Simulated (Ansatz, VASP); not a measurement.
**Two plane-wave programs on Cl**

INCAR

```
PREC = Accurate ; ENCUT = 520
EDIFF = 1E-6 ; ISMEAR = 0
SIGMA = 0.1 ; LREAL = False
LASPH = True ; NELM = 100
ALGO = Normal ; ISIF = 2
LWAVE = False ; LCHARG = True
GGA = PE ; LELF = True
LVHAR = True ; NBANDS = 14
```

Contents of KPOINTS:

```
Automatic mesh
0
Gamma
  6 6 6
```

File POSCAR:

```
Cl
1.0
    1.9973961537      1.1531972069      4.7828924634
   -1.9973961537      1.1531972069      4.7828924634
    0.0000000000     -2.3063944140      4.7828924634
Cl
2
Direct
    0.0577000000      0.0577000000      0.0577000000
    0.9423000000      0.9423000000      0.9423000000
```

Input for Ansatz:

```yaml
crystal:
  lattice:
    - [1.9973961537, 1.1531972069, 4.7828924634]
    - [-1.9973961537, 1.1531972069, 4.7828924634]
    - [0.0, -2.306394414, 4.7828924634]
  atoms:
    - { symbol: Cl, position: [0.0577, 0.0577, 0.0577] }
    - { symbol: Cl, position: [0.9423, 0.9423, 0.9423] }
basis:
  ecutwfc: 420
kpoints:
  mp_grid: { grid: [6, 6, 6] }
hamiltonian:
  xc: pbe
scf:
  occupations: { method: gaussian, width: 0.1 }
  lower_state_search: "off"
output:
  forces: true
  stress: true
  eigenvalues: true
```

Alike in both runs: task single point; functional PBE; k mesh 6 × 6 × 6; occupations gaussian, width 0.1 eV; no spin polarisation.

|  | VASP | Ansatz |
| --- | --- | --- |
| version | VASP 6.6.1 | Ansatz 0.2.0 |
| potentials or method | VASP PAW PBE potentials, release 64 (Cl), cutoff 520 eV | scalar-relativistic, plane waves, PAW |
| valence electrons in the cell | 14 | 14 |

|  | VASP | Ansatz | Ansatz less VASP |
| --- | --- | --- | --- |
| gap on the k mesh at the Fermi level (eV) | 3.75 | 3.65 | -0.097 |
| least direct gap on the mesh (eV) | 3.75 | 3.65 | -0.097 |
| pressure (GPa) | 20.4 | 21.9 | +1.54 |
| traceless stress, the component that is largest in VASP (GPa) | 39.55 | 42.48 | +2.936 |
| rms of the force components (eV/Å) | 8.625 | 9.259 | +0.6344 |

Atom by atom the forces differ by 0.634 eV/Å (rms over components).
